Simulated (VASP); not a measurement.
Set up this calculation in VASP 6.6.1, as the native input.

* Task: relaxation of cell and atoms
* Functional: PBE
* Potentials or basis: VASP PAW PBE potentials, release 64 (Al, In_d, As)
* Cutoff: 600 eV
* k mesh: 6 × 6 × 6
* Occupations: gaussian, width 0.1 eV
* Spin: no spin polarisation
* Dipole correction: no
* Further INCAR settings: ALGO = Normal; EDIFF = 1e-06; IBRION = 2; EDIFFG = -0.04; NSW = 90; ISIF = 3

The structure of Al2InAs3 lies in POSCAR:

```
Al2InAs3
1.0
   -1.9629459000      1.9629459000      8.3280741300
    1.9629459000     -1.9629459000      8.3280741300
    1.9629459000      1.9629459000     -8.3280741300
Al In As
2 1 3
Direct
    0.4166666700      0.9166666700      0.5000000000
    0.0833333300      0.5833333300      0.5000000000
    0.7500000000      0.2500000000      0.5000000000
    0.8333333300      0.8333333300      0.0000000000
    0.5000000000      0.5000000000      0.0000000000
    0.1666666700      0.1666666700      0.0000000000
```

One way to write it, as run:

INCAR

```
SYSTEM = Al2InAs3
PREC = Accurate ; ENCUT = 600
EDIFF = 1E-6 ; ISMEAR = 0
SIGMA = 0.1 ; LREAL = .FALSE.
LASPH = .TRUE. ; NELM = 80
ALGO = Normal ; ISIF = 3
LWAVE = .FALSE. ; LCHARG = .FALSE.
GGA = PE ; IBRION = 2
NSW = 90 ; EDIFFG = -0.04
```

KPOINTS

```
Automatic mesh
0
G
  6 6 6
  0 0 0
```

Potentials or basis: VASP PAW PBE potentials, release 64 (Al, In_d, As).

Run with:

```bash
$ cat potpaw_PBE.64/Al/POTCAR potpaw_PBE.64/In_d/POTCAR potpaw_PBE.64/As/POTCAR > POTCAR
$ mpirun -np 1 vasp_std > vasp.out
```

Results of the run:

The relaxed volume is 25.38 Å³/atom. The relaxed cell is a = 9.299 Å, b = 9.299 Å, c = 9.299 Å, α = 154.19°, β = 154.19°, γ = 36.83°. The space group after relaxing (to 0.05 Å) is I-4m2 (No. 119), the energy gained by relaxing is 227.0 meV/atom and the ionic steps are 9. The pressure after relaxing is 0.0 GPa, the largest force after relaxing is 0.010 eV/Å and the band gap on the k mesh is 0.84 eV, direct.

Caveat: the volume moved by over 15 % at a fixed basis, so the end points are rough; spin-orbit coupling is left out, which moves the levels of the heavy elements.

Run time: 39 min on 1 thread of Intel(R) Xeon(R) Platinum 8259CL CPU @ 2.50GHz (Skylake/Cascade Lake) (shared host), peak memory 0.83 GiB.
